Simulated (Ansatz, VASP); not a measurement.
**NaGeBr3: VASP beside Ansatz**

```
Na Ge Br
1.0
     5.47321    0.00000    0.00000
     0.00000    5.47321    0.00000
     0.00000    0.00000    5.47321
Na Ge Br
1 1 3
Direct
  0.00000 0.00000 0.00000
  0.50000 0.50000 0.50000
  0.50000 0.50000 0.00000
  0.50000 0.00000 0.50000
  0.00000 0.50000 0.50000
```

Alike in both runs: task single point; functional r2SCAN; k mesh 6 × 6 × 6; no spin polarisation.

```csv
,VASP,Ansatz
version,VASP 6.6.1,Ansatz 0.2.0
potentials or method,"VASP PAW PBE potentials, release 64 (Na_pv, Ge_d, Br)","plane waves, PAW"
plane-wave cutoff (eV),520,500
occupations,"gaussian, width 0.01 eV",fixed
valence electrons in the cell,42,44
```

```tsv
	VASP	Ansatz	Ansatz less VASP
gap on the k mesh at the Fermi level (eV)	0.54	0.53	-0.008
pressure (GPa)	-0.3	-0.3	+0.03
```

VASP's potentials were made for PBE, not for r2SCAN. VASP's potentials hold 42 valence electrons a cell and Ansatz's 44, so a difference there can come from the potentials and not from the codes.
